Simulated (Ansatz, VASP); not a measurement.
## One calculation of ScW3, two programs

INCAR

```
SYSTEM = ScW3
  ALGO = Fast
  EDIFF = 1E-6
  EDIFFG = -0.01
  ENCUT = 600
  GGA = PE
  IBRION = 2
  ISIF = 3
  ISMEAR = 0
  LASPH = .True.
  LCHARG = .False.
  LREAL = .False.
  LWAVE = .False.
  NELM = 60
  NSW = 100
  PREC = Accurate
  SIGMA = 0.1
```

KPOINTS

```
k-points
0
Gamma
  12 12 12
  0 0 0
```

Contents of POSCAR:

```
ScW3
1.0
    0.0000000000      3.2291460273      3.2291460273
    3.2291460273      0.0000000000      3.2291460273
    3.2291460273      3.2291460273      0.0000000000
Sc W
1 3
Direct
    0.0000000000      0.0000000000      0.0000000000
    0.2500000000      0.2500000000      0.2500000000
    0.7500000000      0.7500000000      0.7500000000
    0.5000000000      0.5000000000      0.5000000000
```

Input for Ansatz:

```yaml
crystal:
  lattice:
    - [0.0, 3.2291460273, 3.2291460273]
    - [3.2291460273, 0.0, 3.2291460273]
    - [3.2291460273, 3.2291460273, 0.0]
  atoms:
    - { symbol: Sc, position: [0.0, 0.0, 0.0] }
    - { symbol: W, position: [0.25, 0.25, 0.25] }
    - { symbol: W, position: [0.75, 0.75, 0.75] }
    - { symbol: W, position: [0.5, 0.5, 0.5] }
basis:
  ecutwfc: 420
kpoints:
  mp_grid: { grid: [12, 12, 12] }
hamiltonian:
  xc: pbe
scf:
  occupations: { method: gaussian, width: 0.1 }
output:
  forces: true
  stress: true
  eigenvalues: true
  write_density: true
  write_potential: true
  elf: true
  volumetric_format: npy
relax:
  adjacent_minimum: "off"
  f_tol: 0.01
  max_steps: 80
  cell: { stress_tol: 0.05 }
```

Change from the starting cell: species swapped into the ZnCo3 type (Fm-3m, No. 225).

Alike in both runs: task relaxation of cell and atoms; functional PBE; k mesh 12 × 12 × 12; occupations gaussian, width 0.1 eV; no spin polarisation.

|  | VASP | Ansatz |
| --- | --- | --- |
| version | VASP 6.6.1 | Ansatz 0.2.0 |
| potentials or method | VASP PAW PBE potentials, release 64 (Sc_sv, W_sv), cutoff 600 eV | scalar-relativistic, plane waves, PAW |
| valence electrons in the cell | 53 | 53 |

```csv
,VASP,Ansatz,Ansatz less VASP
"gap on the k mesh at the Fermi level, each at its own relaxed structure (eV)",none,none,-
relaxed volume (Å³/atom),16.85,16.81,-0.038
relaxed cell length with the largest relative difference (Å),4.568,4.565,-0.0034
```

A gap of «none» marks a metal or a gap that the smearing closes.

Spin-orbit coupling is off throughout.
